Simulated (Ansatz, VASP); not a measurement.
# One calculation of SrTiO3, two programs

```
CELL_PARAMETERS angstrom
-2.77772 2.77772 3.94644
2.77772 -2.77772 3.94644
2.77772 2.77772 -3.94644
ATOMIC_POSITIONS crystal
Sr 0.75000 0.25000 0.50000
Sr 0.25000 0.75000 0.50000
Ti 0.00000 0.00000 0.00000
Ti 0.50000 0.50000 0.00000
O 0.25000 0.25000 0.00000
O 0.75000 0.75000 0.00000
O 0.72820 0.22820 0.95640
O 0.22820 0.27180 0.50000
O 0.27180 0.77180 0.04360
O 0.77180 0.72820 0.50000
```

Alike in both runs: functional PBE; k mesh 8 × 8 × 8; occupations gaussian, width 0.02 eV; no spin polarisation.

Ansatz relaxed the structure, and its values are those at the end. VASP's run is a single point on that final structure, the one shown.

```csv
,VASP,Ansatz
version,VASP 6.6.1,Ansatz 0.2.0
potentials or method,"VASP PAW PBE potentials, release 64 (Sr_sv, Ti_sv, O), cutoff 520 eV","scalar-relativistic, plane waves, PAW"
valence electrons in the cell,80,80
```

```tsv
	VASP	Ansatz	Ansatz less VASP
gap on the k mesh at the Fermi level (eV)	1.90	1.93	+0.029
least direct gap on the mesh (eV)	1.90	1.93	+0.030
pressure (GPa)	0.6	0.0	-0.62
```

With one functional, cell and mesh, what is left measures potentials, basis and numerics.
